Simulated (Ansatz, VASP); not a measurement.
# One calculation of Cs, two programs

File INCAR:

```
SYSTEM = Cs
PREC = Accurate ; ENCUT = 520
EDIFF = 1E-6 ; ISMEAR = -1
SIGMA = 0.05 ; LREAL = .FALSE.
LASPH = .TRUE. ; NELM = 60
ALGO = Normal ; ISIF = 2
LWAVE = .FALSE. ; LCHARG = .TRUE.
GGA = PE ; LELF = .TRUE.
LVHAR = .TRUE. ; NBANDS = 10
```

File KPOINTS:

```
Automatic mesh
0
G
  10 10 10
  0 0 0
```

POSCAR

```
Cs
1.0
    0.0000000000      3.5224643502      3.5224643502
    3.5224643502      0.0000000000      3.5224643502
    3.5224643502      3.5224643502      0.0000000000
Cs
1
Direct
    0.0000000000      0.0000000000      0.0000000000
```

Input for Ansatz:

```yaml
crystal:
  lattice:
    - [0.0, 3.5224643502, 3.5224643502]
    - [3.5224643502, 0.0, 3.5224643502]
    - [3.5224643502, 3.5224643502, 0.0]
  atoms:
    - { symbol: Cs, position: [0.0, 0.0, 0.0] }
kpoints:
  mp_grid: { grid: [10, 10, 10] }
scf:
  occupations: { method: fermi_dirac, width: 0.05 }
hamiltonian:
  xc: pbe
  pseudopotentials: { kind: all_electron, lapw: { basis_error: 0.001 } }
output:
  forces: true
  stress: true
  eigenvalues: true
  populations: true
```

Change from the starting cell: volume scaled by 0.75, LAPW.

Alike in both runs: task single point; functional PBE; k mesh 10 × 10 × 10; occupations fermi-dirac, width 0.05 eV; no spin polarisation.

|  | VASP | Ansatz |
| --- | --- | --- |
| version | VASP 6.6.1 | Ansatz 0.2.0 |
| potentials or method | VASP PAW PBE potentials, release 64 (Cs_sv), cutoff 520 eV | all-electron LAPW, scalar-relativistic |

```csv
,VASP,Ansatz,Ansatz less VASP
pressure (GPa),0.9,0.9,+0.01
```

Ansatz ran all-electron here, and VASP with PAW potentials.

Spin-orbit coupling is off throughout.
